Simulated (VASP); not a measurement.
# AlGa5P6 (P1) in VASP: relaxation of cell and atoms with PBE

Aim: the relaxation of cell and atoms of AlGa5P6 with PBE.

Everything below comes from runs of VASP 6.6.1. Logs are shortened: lines on timing, memory, paths and dates and some standing lists are left out, and cuts for length are marked.

### Step 1. The cell of the first run

The typed cell holds 12 atoms: a = 3.872 Å, b = 4.031 Å, c = 16.791 Å, α = 90.26°, β = 87.84°, γ = 91.14°.

### Step 2. Relaxation of cell and atoms, PBE

The input, INCAR:

```
PREC = Accurate
ENCUT = 600
EDIFF = 1E-6
ISMEAR = 0
SIGMA = 0.1
LREAL = F
LASPH = T
NELM = 60
ALGO = Normal
ISIF = 3
LWAVE = F
LCHARG = F
GGA = PE
IBRION = 2
NSW = 80
EDIFFG = -0.025
```

The input, KPOINTS:

```
regular mesh
0
Gamma
  4 4 1
```

The input, POSCAR:

```
AlGa5P6
1.0
    3.8710231138     -0.0393427168      0.0737044866
   -0.0393427168      4.0305149894     -0.0088460665
    0.3124672139     -0.0375025441     16.7877284873
Al Ga P
1 5 6
Direct
    0.4821061769      0.5087631994      0.5156470237
    0.0215386966      0.0203372184      1.0118269380
    0.5015488922      0.5376872987      0.1476983782
    1.0051123777     -0.0502399217      0.3326337416
    0.9985093527      0.0027112504      0.6613517966
    0.5457379722      0.5149761961      0.8297705008
    0.4575455373      0.0073770382      0.2395172635
    0.0554636483      0.4677248319      0.4177212949
    0.5218656384     -0.0402123351      0.5840132392
    0.0000672566      0.5778990322      0.7493225351
    0.4740615314     -0.0407257006      0.9293583858
   -0.0635570803      0.4937018922      0.0811389024
```

Potentials or basis: VASP PAW PBE potentials, release 64 (Al, Ga_d, P).

Command:

```
cat potpaw_PBE.64/Al/POTCAR potpaw_PBE.64/Ga_d/POTCAR potpaw_PBE.64/P/POTCAR > POTCAR
mpirun -np 1 vasp_std > vasp.out
```

OUTCAR:

```text
PREC = Accurate
   ENCUT = 600
   EDIFF = 1E-6
   ISMEAR = 0
   LREAL = F
   LASPH = T
   NELM = 60
   ISIF = 3
   GGA = PE
   IBRION = 2
   NSW = 80
   EDIFFG = -0.025

 ion  position               nearest neighbor table
   1  0.482  0.509  0.516-   9 2.15   8 2.38   9 2.51   8 2.72
   2  0.022  0.020  0.012-  11 2.21  12 2.25  12 2.44  11 2.58
   3  0.502  0.538  0.148-  12 2.00   7 2.44  12 2.50   7 2.64
   4  0.005  0.950  0.333-   7 2.31   8 2.43   8 2.53   7 2.70
   5  0.999  0.003  0.661-  10 2.27   9 2.30   9 2.37  10 2.74
   6  0.546  0.515  0.830-  10 2.19  11 2.46  10 2.57  11 2.80
   7  0.458  0.007  0.240-   4 2.31   3 2.44   3 2.64   4 2.70
   8  0.055  0.468  0.418-   1 2.38   4 2.43   4 2.53   1 2.72
   9  0.522  0.960  0.584-   1 2.15   5 2.30   5 2.37   1 2.51
  10  0.000  0.578  0.749-   6 2.19   5 2.27   6 2.57   5 2.74
  11  0.474  0.959  0.929-   2 2.21   6 2.46   2 2.58   6 2.80
  12  0.936  0.494  0.081-   3 2.00   2 2.25   2 2.44   3 2.50

  LATTYP: Found a triclinic cell.
 ALAT       =     3.8719246052
 B/A-ratio  =     1.4578281589
 C/A-ratio  =     5.2482388160
 COS(alpha) =     0.0021845458
 COS(beta)  =     0.4042795272
 COS(gamma) =     0.7002055427

  Lattice vectors:

 A1 = (  -3.8710231138,   0.0393427168,  -0.0737044866)
 A2 = (  -3.9103658306,   4.0698577062,  -0.0825505531)
 A3 = (  -7.9758280079,  -7.9448420011, -16.9174453275)

Analysis of symmetry for initial positions (statically):
=====================================================================
 Subroutine PRICEL returns:
 Original cell was already a primitive cell.

 Routine SETGRP: Setting up the symmetry group for a
 triclinic supercell.

 Subroutine GETGRP returns: Found  1 space group operations
 (whereof  1 operations were pure point group operations)
 out of a pool of  2 trial point group operations.

The static configuration has the point symmetry C_1 .

Analysis of symmetry for dynamics (positions and initial velocities):
=====================================================================
 Subroutine PRICEL returns:
 Original cell was already a primitive cell.

 Routine SETGRP: Setting up the symmetry group for a
 triclinic supercell.

 Subroutine GETGRP returns: Found  1 space group operations
 (whereof  1 operations were pure point group operations)
 out of a pool of  2 trial point group operations.

The dynamic configuration has the point symmetry C_1 .

 Subroutine INISYM returns: Found  1 space group operations
 (whereof  1 operations are pure point group operations),
 and found     1 'primitive' translations

[... 117 lines left out ...]
   IMIX   =      4    mixing-type and parameters
     AMIX     =   0.40;   BMIX     =  1.00
     AMIX_MAG =   1.60;   BMIX_MAG =  1.00
  volume/ion in A,a.u.               =      21.82       147.23
  Fermi-wavevector in a.u.,A,eV,Ry     =   1.179842  2.229577 18.939667  1.392026
  Thomas-Fermi vector in A             =   2.316145
   LORBIT       =      0    0 simple, 1 ext, 2 COOP (PROOUT), +10 PAW based schemes
   GGA     = PE    functional components
   LHFCALC =     F    Hartree Fock is set to
   AEXX    =    0.0000 exact exchange contribution
   IVDW    =     0    specifies the selected vdW correction
   LEPSILON=     F    determine dielectric tensor
   LRPA    =     F    only Hartree local field effects (RPA)
 conjugate gradient relaxation of ions
 non-spin polarized calculation
 Gauss-broadening in eV      SIGMA  =   0.10
  energy-cutoff  :      600.00
  volume of cell :      261.81
 maximum number of plane-waves:      8752
 NGX is ok and might be reduce to    32
   NGX = 15   NGY = 17   NGZ = 67

--------------------------------------- Ionic step        1  -------------------------------------------

 number of electron      98.0000006 magnetization

 Free energy of the ion-electron system (eV)
  ---------------------------------------------------
  ext. energy  EPLUGINS =         0.00000000
  ---------------------------------------------------
  free energy    TOTEN  =       -51.86099968 eV

  energy without entropy =      -51.86099960  energy(sigma->0) =      -51.86099964

------------------------ aborting loop because EDIFF is reached ----------------------------------------

  FORCE on cell =-STRESS in cart. coord.  units (eV):
  Direction    XX          YY          ZZ          XY          YZ          ZX
  --------------------------------------------------------------------------------------
  -------------------------------------------------------------------------------------
  Total        9.1581506     -3.6141541     -0.2303575      0.5464732      2.2594329     -9.4167659
  in kB       56.0452652    -22.1175905     -1.4097221      3.3442601     13.8270842    -57.6279169
  external PRESSURE =      10.8393176 kB  Pullay stress =       0.0000000 kB
[... 33 lines left out ...]
--------------------------------------- Ionic step        2  -------------------------------------------

 number of electron      98.0000017 magnetization

 E-fermi :   4.4083     XC(G=0):  -9.3137

 val. band max:        3.9803577711   @ k =   0.0000   0.0000   0.0000
 cond. band min:       4.8928908583   @ k =   0.0000   0.0000   0.0000
 fundamental gap:      0.9125330872
 Fermi energy:         4.4082967951

 k-point     1 :       0.0000    0.0000    0.0000
  band No.  band energies     occupation
      1     -10.8888      2.00000
      2     -10.8185      2.00000
      3     -10.7958      2.00000
      4     -10.7784      2.00000
      5     -10.7616      2.00000
      6     -10.7476      2.00000
[... 684 lines left out ...]
  FREE ENERGIE OF THE ION-ELECTRON SYSTEM (eV)
  ---------------------------------------------------
  free  energy   TOTEN  =       -54.2726456961 eV

  energy  without entropy=      -54.2726456961  energy(sigma->0) =      -54.27264570

[... ionic steps 4 to 28 ...]

--------------------------------------- Ionic step       29  -------------------------------------------

 number of electron      97.9999969 magnetization

------------------------ aborting loop because EDIFF is reached ----------------------------------------
[... 87 lines left out ...]
--------------------------------------- Ionic step       31  -------------------------------------------

 number of electron      97.9999965 magnetization

 Free energy of the ion-electron system (eV)
  ---------------------------------------------------
  ext. energy  EPLUGINS =         0.00000000
  ---------------------------------------------------
  free energy    TOTEN  =       -55.74715042 eV

  energy without entropy =      -55.74715042  energy(sigma->0) =      -55.74715042

 E-fermi :   4.8316     XC(G=0):  -9.5856

 val. band max:        4.3753531530   @ k =   0.0000   0.0000   0.0000
 cond. band min:       5.9516153628   @ k =   0.0000   0.0000   0.0000
 fundamental gap:      1.5762622098
 Fermi energy:         4.8315560956

 k-point     1 :       0.0000    0.0000    0.0000
  band No.  band energies     occupation
      1     -10.1927      2.00000
      2     -10.1817      2.00000
      3     -10.1568      2.00000
      4     -10.1271      2.00000
      5     -10.0990      2.00000
      6     -10.0970      2.00000
[... 638 lines left out ...]
  FREE ENERGIE OF THE ION-ELECTRON SYSTEM (eV)
  ---------------------------------------------------
  free  energy   TOTEN  =       -55.7471504232 eV

  energy  without entropy=      -55.7471504232  energy(sigma->0) =      -55.74715042

 reached required accuracy - stopping structural energy minimisation
```

Run time: 50 min. Hardware: 1 thread of Intel Xeon Platinum 8488C (Sapphire Rapids), shared host; peak memory 0.49 GiB.

Results:

- Free energy: -55.7472 eV
- Relaxed volume: 20.89 Å³/atom
- Relaxed cell: a = 3.912 Å, b = 3.912 Å, c = 16.384 Å, α = 90.01°, β = 90.01°, γ = 90.01°
- Space group after relaxing (to 0.1 Å): P-4m2 (No. 115)
- Energy gained by relaxing: 323.8 meV/atom
- Ionic steps: 31
- Pressure after relaxing: 0.0 GPa
- Largest force after relaxing: 0.014 eV/Å
- Band gap on the k mesh: 1.58 eV

Forces in eV/Å, atoms in the order of the input:
```
Al   0.005 -0.001 -0.006
Ga  -0.003 -0.004 -0.001
Ga  -0.010  0.002  0.001
Ga   0.005  0.001  0.006
Ga   0.002  0.010  0.000
Ga  -0.006  0.002 -0.005
P    0.001  0.003 -0.001
P   -0.005 -0.001  0.007
P   -0.009 -0.002 -0.002
P    0.002 -0.005 -0.010
P    0.007 -0.009  0.003
P    0.010  0.004  0.008
```

The path:
```csv
step,energy change (eV),largest force (eV/Å),pressure (GPa),volume (Å³)
1,0.0000,6.8906,1.08,261.81
2,-2.2889,2.0485,-2.40,266.86
3,-2.4116,2.1046,-2.64,265.57
4,-3.4159,1.1308,-0.40,253.39
5,-3.5421,1.1365,1.35,247.47
6,-3.7451,0.6162,-0.15,251.22
7,-3.7453,0.6250,-0.20,251.35
8,-3.8048,0.2524,-0.15,250.96
9,-3.8065,0.2383,-0.11,250.88
10,-3.8267,0.2685,0.09,250.22
11,-3.8352,0.3565,0.36,249.47
12,-3.8511,0.2432,0.10,250.33
13,-3.8650,0.2126,-0.44,252.18
14,-3.8771,0.1362,0.01,250.74
15,-3.8785,0.1153,0.19,250.18
16,-3.8815,0.0575,-0.07,250.90
17,-3.8815,0.0630,-0.10,250.98
18,-3.8826,0.0518,0.03,250.66
19,-3.8827,0.0563,0.06,250.55
20,-3.8835,0.0356,-0.03,250.77
21,-3.8838,0.0410,-0.08,250.94
22,-3.8845,0.0367,0.01,250.74
23,-3.8849,0.0419,0.07,250.54
24,-3.8851,0.0578,0.20,250.15
25,-3.8851,0.0533,0.11,250.29
26,-3.8857,0.0299,0.04,250.48
27,-3.8859,0.0293,0.00,250.59
28,-3.8860,0.0322,-0.06,250.82
29,-3.8860,0.0299,0.01,250.71
30,-3.8860,0.0311,-0.03,250.75
31,-3.8862,0.0137,-0.02,250.74
```

Final structure:
```
Al Ga P
1.0
     3.91168    0.00037    0.00006
    -0.00077    3.91223    0.00020
    -0.00172   -0.00236   16.38439
Al Ga P
1 5 6
Direct
  0.50012 0.50005 0.50003
  0.99956 0.00048 0.99998
  0.49968 0.49917 0.16659
  0.99915 0.99957 0.33330
  0.00093 0.99967 0.66671
  0.50068 0.50088 0.83342
  0.49925 0.99923 0.24991
  0.00008 0.49969 0.41715
  0.50094 0.00011 0.58284
  0.00059 0.50003 0.75014
  0.49958 0.00096 0.91667
  0.99944 0.50017 0.08325
```
